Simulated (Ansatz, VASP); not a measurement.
**Ta2N: VASP beside Ansatz**

The input INCAR:

```
PREC = Accurate ; ENCUT = 520
EDIFF = 1E-7 ; ISMEAR = 0
SIGMA = 0.15 ; LREAL = F
LASPH = T ; NELM = 60
ALGO = Normal ; ISIF = 2
LWAVE = F ; LCHARG = T
GGA = CA ; LELF = T
LVHAR = T ; NBANDS = 50
```

Contents of KPOINTS:

```
Automatic mesh
0
Gamma
  9 9 8
```

The input POSCAR:

```
Ta2N
1.0
    5.1282710815      0.0000000000      0.0000000000
   -2.5641355407      4.4412130340      0.0000000000
    0.0000000000      0.0000000000      5.0769883706
Ta N
6 3
Direct
    0.6908347477      0.6908347477      0.7526041962
    0.0000000000      0.3091652523      0.7526041962
    0.3091652523      0.0000000000      0.7526041962
    0.3091652523      0.3091652523      0.2473958038
    0.0000000000      0.6908347477      0.2473958038
    0.6908347477      0.0000000000      0.2473958038
    0.6666666667      0.3333333333      0.5000000000
    0.3333333333      0.6666666667      0.5000000000
    0.0000000000      0.0000000000      0.0000000000
```

Input for Ansatz:

```yaml
crystal:
  lattice:
    - [5.1282710815, 0.0, 0.0]
    - [-2.5641355407, 4.441213034, 0.0]
    - [0.0, 0.0, 5.0769883706]
  atoms:
    - { symbol: Ta, position: [0.6908347477, 0.6908347477, 0.7526041962] }
    - { symbol: Ta, position: [0.0, 0.3091652523, 0.7526041962] }
    - { symbol: Ta, position: [0.3091652523, 0.0, 0.7526041962] }
    - { symbol: Ta, position: [0.3091652523, 0.3091652523, 0.2473958038] }
    - { symbol: Ta, position: [0.0, 0.6908347477, 0.2473958038] }
    - { symbol: Ta, position: [0.6908347477, 0.0, 0.2473958038] }
    - { symbol: "N", position: [0.6666666667, 0.3333333333, 0.5] }
    - { symbol: "N", position: [0.3333333333, 0.6666666667, 0.5] }
    - { symbol: "N", position: [0.0, 0.0, 0.0] }
basis:
  ecutwfc: 520.0
kpoints:
  mp_grid: { grid: [9, 9, 8] }
hamiltonian:
  xc: lda
  pseudopotentials: { kind: paw, azcp: { folder: soft_1 } }
scf:
  occupations: { method: gaussian, width: 0.15 }
output:
  forces: true
  stress: true
  eigenvalues: true
```

Alike in both runs: task single point; functional LDA; k mesh 9 × 9 × 8; occupations gaussian, width 0.15 eV; no spin polarisation.

|  | VASP | Ansatz |
| --- | --- | --- |
| version | VASP 6.6.1 | Ansatz 0.2.0 |
| potentials or method | VASP PAW LDA potentials, release 64 (Ta_pv, N), cutoff 520 eV | scalar-relativistic, plane waves, PAW |
| valence electrons in the cell | 81 | 93 |

|  | VASP | Ansatz | Ansatz less VASP |
| --- | --- | --- | --- |
| gap on the k mesh at the Fermi level (eV) | none | none | - |
| pressure (GPa) | 8.1 | 6.4 | -1.66 |
| traceless stress, the component that is largest in VASP (GPa) | -12.49 | -12.54 | -0.046 |
| rms of the force components (eV/Å) | 2.061 | 2.041 | -0.0203 |

Ansatz warns that its potentials were made for another functional, while VASP's fit it. LDA's correlation is that of Perdew and Zunger in VASP and of Perdew and Wang (1992) in Ansatz. Atom by atom the forces differ by 0.021 eV/Å (rms over components). A gap of «none» marks a metal or a gap that the smearing closes. VASP's potentials hold 81 valence electrons a cell and Ansatz's 93, so a difference there can come from the potentials and not from the codes.

Neither program's run includes spin-orbit coupling.
